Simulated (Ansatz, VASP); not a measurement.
**Two plane-wave programs on NaHgF3**

```xyz
5
Lattice="4.4988 0.0000 0.0000 0.0000 4.4988 0.0000 0.0000 0.0000 4.4988" Properties=species:S:1:pos:R:3 pbc="T T T"
Na    0.0000    0.0000    0.0000
Hg    2.2494    2.2494    2.2494
F     2.2494    2.2494    0.0000
F     2.2494    0.0000    2.2494
F     0.0000    2.2494    2.2494
```

Alike in both runs: task single point; functional PBE; k mesh 6 × 6 × 6; no spin polarisation.

|  | VASP | Ansatz |
| --- | --- | --- |
| version | VASP 6.6.1 | Ansatz 0.2.0 |
| potentials or method | VASP PAW PBE potentials, release 64 (Na_pv, Hg, F) | plane waves, PAW |
| plane-wave cutoff (eV) | 520 | 420 |
| occupations | gaussian, width 0.01 eV | fixed |
| valence electrons in the cell | 40 | 50 |

Ansatz gave:

- gap on the k mesh at the Fermi level (eV): 0.33
- pressure (GPa): 2.3

What did VASP give for the same quantities?

gap on the k mesh at the Fermi level (eV): 0.30; pressure (GPa): 2.7.

VASP's potentials hold 40 valence electrons a cell and Ansatz's 50, so a difference there can come from the potentials and not from the codes.

Neither program's run includes spin-orbit coupling.
